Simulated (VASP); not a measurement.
Write the native input for VASP 6.6.1 that does the following.

```yaml
Task: relaxation of cell and atoms
Functional: r2SCAN
Potentials_or_basis: VASP PAW PBE potentials, release 64 (Ga_d, Sb)
Cutoff: 600 eV
k_mesh: 14 × 14 × 14
Occupations: gaussian, width 0.02 eV
Spin: no spin polarisation
Dipole_correction: no
Further_INCAR_settings: ALGO = Normal; EDIFF = 1e-06; IBRION = 2; EDIFFG = -0.002; NSW = 100; ISIF = 3
```

Crystal: GaSb.

```
Ga Sb
1.0
     0.00000    3.06860    3.06860
     3.06860    0.00000    3.06860
     3.06860    3.06860    0.00000
Ga Sb
1 1
Direct
  0.00000 0.00000 0.00000
  0.25000 0.25000 0.25000
```

These files were run (other wordings do the same):

POSCAR

```
GaSb
1.0
    0.0000000000      3.0686043200      3.0686043200
    3.0686043200      0.0000000000      3.0686043200
    3.0686043200      3.0686043200      0.0000000000
Ga Sb
1 1
Direct
    0.0000000000      0.0000000000      0.0000000000
    0.2500000000      0.2500000000      0.2500000000
```

INCAR.step1

```
PREC = Accurate
ENCUT = 600
ISMEAR = 0
SIGMA = 0.02
LREAL = False
LASPH = True
NELM = 100
GGA = PE
ALGO = Normal
EDIFF = 1E-4
LWAVE = True
LCHARG = False
```

INCAR.step2

```
PREC = Accurate
ENCUT = 600
EDIFF = 1E-6
ISMEAR = 0
SIGMA = 0.02
LREAL = False
LASPH = True
NELM = 100
ALGO = Normal
ISIF = 3
LWAVE = False
LCHARG = False
METAGGA = R2SCAN
LMIXTAU = True
IBRION = 2
NSW = 100
EDIFFG = -0.002
ISTART = 1
```

KPOINTS

```
Automatic mesh
0
Gamma
  14 14 14
```

Potentials or basis: VASP PAW PBE potentials, release 64 (Ga_d, Sb).

Launch:

```sh
$ cat potpaw_PBE.64/Ga_d/POTCAR potpaw_PBE.64/Sb/POTCAR > POTCAR
$ cp INCAR.step1 INCAR
$ mpirun -np 1 vasp_std > vasp.out
$ cp INCAR.step2 INCAR
$ mpirun -np 1 vasp_std > vasp.out
```

It gave:

```
Relaxed volume                        : 28.87 Å³/atom
Relaxed cell                          : a = 4.338 Å, b = 4.338 Å, c = 4.338 Å, α = 60.00°, β = 60.00°, γ = 60.00°
Space group after relaxing (to 0.1 Å) : F-43m (No. 216)
Energy gained by relaxing             : 0.0 meV/atom
Ionic steps                           : 4
Pressure after relaxing               : 0.0 GPa
Band gap on the k mesh                : 0.39 eV
```

Caveat: semilocal functionals underestimate gaps, and a narrow one can read as zero; the PAW data sets were made with another functional, which shifts forces and pressure a little; spin-orbit coupling is left out, which moves the levels of the heavy elements.

Run time: 7.3 min on 1 thread of Intel(R) Xeon(R) Platinum 8488C (Sapphire Rapids), on a shared host, peak memory 0.31 GiB.
